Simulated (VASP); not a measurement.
Input of a VASP 6.6.1 run:

Contents of INCAR:

```
ALGO = Normal
EDIFF = 1E-7
ENCUT = 520
GGA = RP
ISIF = 2
ISMEAR = -1
LASPH = True
LCHARG = False
LREAL = False
LWAVE = False
NBANDS = 20
NELM = 80
PREC = Accurate
SIGMA = 0.05
```

KPOINTS

```
k-points
0
Gamma
  10 10 10
```

The input POSCAR:

```
SnO2
1.0
    1.6247219221      0.9380336391      5.7174638147
   -1.6247219221      0.9380336391      5.7174638147
    0.0000000000     -1.8760672782      5.7174638147
Sn O
1 2
Direct
    0.5000000000      0.5000000000      0.5000000000
    0.7739118921      0.7739118921      0.7739118921
    0.2260881079      0.2260881079      0.2260881079
```

Potentials or basis: VASP PAW PBE potentials, release 64 (Sn_d, O).

Run with:

```sh
$ cat potpaw_PBE.64/Sn_d/POTCAR potpaw_PBE.64/O/POTCAR > POTCAR
$ mpirun -np 1 vasp_std > vasp.out
```

Task: What does it give for the pressure?

Result: 0.4 GPa.

Task: What does it give for the band gap on the k mesh?

Result: 2.28 eV (least direct gap 2.63 eV).

Task: What does it give for the largest force?

Result: 0.049 eV/Å.

Forces in eV/Å, atoms in the order of the input:
```
Sn   0.000  0.000  0.000
O    0.000  0.000 -0.049
O    0.000  0.000  0.049
```

Caveat: the PAW data sets were made with another functional, which shifts forces and pressure a little; spin-orbit coupling is left out, which moves the levels of the heavy elements. A k mesh can miss the band edges.
